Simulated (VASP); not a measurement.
Wanted: the native input for a VASP 6.6.1 run.

```yaml
Task: relaxation of cell and atoms
Functional: PBE
Potentials_or_basis: VASP PAW PBE potentials, release 64 (Co, Ru_pv)
Cutoff: 600 eV
k_mesh: 6 × 6 × 6
Occupations: gaussian, width 0.1 eV
Spin: no spin polarisation
Dipole_correction: no
Further_INCAR_settings: ALGO = Fast; EDIFF = 1e-06; IBRION = 2; EDIFFG = -0.04; NSW = 90; ISIF = 3
```

The structure of CoRu3 lies in POSCAR:

```
CoRu3
1.0
    3.6298040258      0.0000000000      0.0000000000
    0.0000000000      3.6298040258      0.0000000000
    0.0000000000      0.0000000000      3.6298040258
Co Ru
1 3
Direct
    0.0000000000      0.0000000000      0.0000000000
    0.0000000000      0.5000000000      0.5000000000
    0.5000000000      0.0000000000      0.5000000000
    0.5000000000      0.5000000000      0.0000000000
```

These files were run (other wordings do the same):

INCAR

```
ALGO     = Fast           # electronic algorithm
EDIFF    = 1E-6           # SCF threshold, eV
EDIFFG   = -0.04          # ionic threshold
ENCUT    = 600            # plane-wave cutoff, eV
GGA      = PE             # functional
IBRION   = 2              # ionic algorithm
ISIF     = 3              # what is computed and relaxed
ISMEAR   = 0              # smearing method
LASPH    = T              # aspherical terms in the spheres
LCHARG   = F              # write CHGCAR
LREAL    = F              # projectors in reciprocal space
LWAVE    = F              # write WAVECAR
NELM     = 100            # most SCF steps
NSW      = 90             # ionic steps
PREC     = Accurate       # precision mode
SIGMA    = 0.1            # smearing width, eV
```

KPOINTS

```
k-points
0
Gamma
  6 6 6
```

Potentials or basis: VASP PAW PBE potentials, release 64 (Co, Ru_pv).

Launch:

```console
$ cat potpaw_PBE.64/Co/POTCAR potpaw_PBE.64/Ru_pv/POTCAR > POTCAR
$ mpirun -np 1 vasp_std > vasp.out
```

Results of the run:

The relaxed volume is 13.00 Å³/atom. The relaxed cell is a = 3.733 Å, b = 3.733 Å, c = 3.733 Å, α = 90.00°, β = 90.00°, γ = 90.00°. The space group after relaxing (to 0.05 Å) is Pm-3m (No. 221). The energy gained by relaxing is 89.9 meV/atom and the ionic steps are 5. The pressure after relaxing is -0.1 GPa.

Run time: 5.8 min on 1 thread of Intel(R) Xeon(R) Platinum 8259CL CPU @ 2.50GHz (Skylake/Cascade Lake) (shared host), peak memory 0.19 GiB.
